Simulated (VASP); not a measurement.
TePb (zincblende type): single point with PBE

TePb (zincblende type):

```
Pb Te
1.0
     0.00000    3.26857    3.26857
     3.26857    0.00000    3.26857
     3.26857    3.26857    0.00000
Pb Te
1 1
Direct
  0.00000 0.00000 0.00000
  0.25000 0.25000 0.25000
```

```json
{"Program": "VASP 6.6.1", "Task": "single point", "Functional": "PBE", "Potentials or basis": "VASP PAW PBE potentials, release 64 (Pb_d, Te)", "Cutoff": "520 eV", "k mesh": "12 × 12 × 12", "Occupations": "fermi-dirac, width 0.05 eV", "Spin": "no spin polarisation", "Dipole correction": "no", "Further INCAR settings": "ALGO = Normal; EDIFF = 1e-07; NBANDS = 17"}
```

```json
{
  "Pressure": "16.9 GPa",
  "Band gap on the k mesh": "zero (band 10 reaches 6.41 eV, above the bottom of band 11 at 5.93 eV)"
}
```

Levels at points of the mesh, in eV from the Fermi level:
```tsv
k point	band 7	band 8	band 9	band 10	band 11	band 12	band 13	band 14
(0.00, 0.00, 0.00)	-5.25	-2.31	-2.31	-2.31	1.04	1.04	1.04	3.72
(0.50, 0.00, 0.00)	-8.92	-3.21	-3.21	-2.59	2.07	2.07	4.58	5.59
(0.50, 0.50, 0.00)	-9.72	-4.29	-4.29	-1.07	-0.26	5.60	5.60	6.08
```

It took 71 s on 1 thread of Intel(R) Xeon(R) Platinum 8488C (Sapphire Rapids) (shared host), peak memory 0.25 GiB.

Caveat: spin-orbit coupling is left out, which moves the levels of the heavy elements.
